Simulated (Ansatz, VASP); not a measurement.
HgC2S2N2 in VASP and in Ansatz

```
Hg C S N
1.0
     5.43900   -2.02100    0.00000
     5.43900    2.02100    0.00000
    -0.59217    0.00000    6.40770
Hg C S N
1 2 2 2
Direct
  0.00000 0.00000 0.00000
  0.25970 0.25970 0.22610
  0.74030 0.74030 0.77390
  0.12690 0.12690 0.32220
  0.87310 0.87310 0.67780
  0.35800 0.35800 0.16380
  0.64200 0.64200 0.83620
```

Alike in both runs: task relaxation of cell and atoms; functional PBE; dispersion D3(BJ); k mesh 6 × 6 × 4; occupations gaussian, width 0.1 eV; no spin polarisation.

```csv
,VASP,Ansatz
version,VASP 6.6.1,Ansatz 0.2.0
potentials or method,"VASP PAW PBE potentials, release 64 (Hg, C, S, N), cutoff 600 eV","scalar-relativistic, plane waves, PAW"
valence electrons in the cell,42,50
```

|  | VASP | Ansatz | Ansatz less VASP |
| --- | --- | --- | --- |
| gap on the k mesh at the Fermi level, each at its own relaxed structure (eV) | 2.13 | 2.21 | +0.082 |
| relaxed volume (Å³/atom) | 19.66 | 19.87 | +0.215 |
| relaxed length of the cell vector where the two differ most in proportion (Å) | 6.421 | 6.417 | -0.0038 |

VASP's potentials hold 42 valence electrons a cell and Ansatz's 50, so a difference there can come from the potentials and not from the codes.

Spin-orbit coupling is off throughout. Noted on VASP's run: the standard files for N, O and F lose accuracy on very short bonds.
